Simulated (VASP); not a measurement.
MgAu: vibrations by perturbation theory with LDA

MgAu:

```
Mg Au
1.0
     3.04846    0.00000    0.00000
     0.00000    3.04846    0.00000
     0.00000    0.00000    3.04846
Mg Au
1 1
Direct
  0.50000 0.50000 0.50000
  0.00000 0.00000 0.00000
```

| Item | Value |
| --- | --- |
| Program | VASP 6.6.1 |
| Task | vibrations by perturbation theory |
| Functional | LDA |
| Potentials or basis | VASP PAW LDA potentials, release 64 (Mg, Au) |
| Cutoff | 520 eV |
| k mesh | 14 × 14 × 14 |
| Occupations | fermi-dirac, width 0.15 eV |
| Spin | no spin polarisation |
| Dipole correction | no |
| Further INCAR settings | ALGO = Fast; EDIFF = 1e-08; NBANDS = 14; IBRION = 8; NSW = 1 |

```json
{"Highest phonon frequency at Γ, LO-TO splitting left out": "298 cm⁻¹"}
```

Phonon frequencies in cm⁻¹ (negative: imaginary):
| q point | frequencies |
| --- | --- |
| (0.000, 0.000, 0.000) | 0 0 0 298 298 298 |

It took 2.8 min on 1 thread of Intel(R) Xeon(R) Platinum 8488C (Sapphire Rapids), on a shared host, peak memory 0.4 GiB.

Caveat: the cell wasn't relaxed at this level first, which shifts response properties.
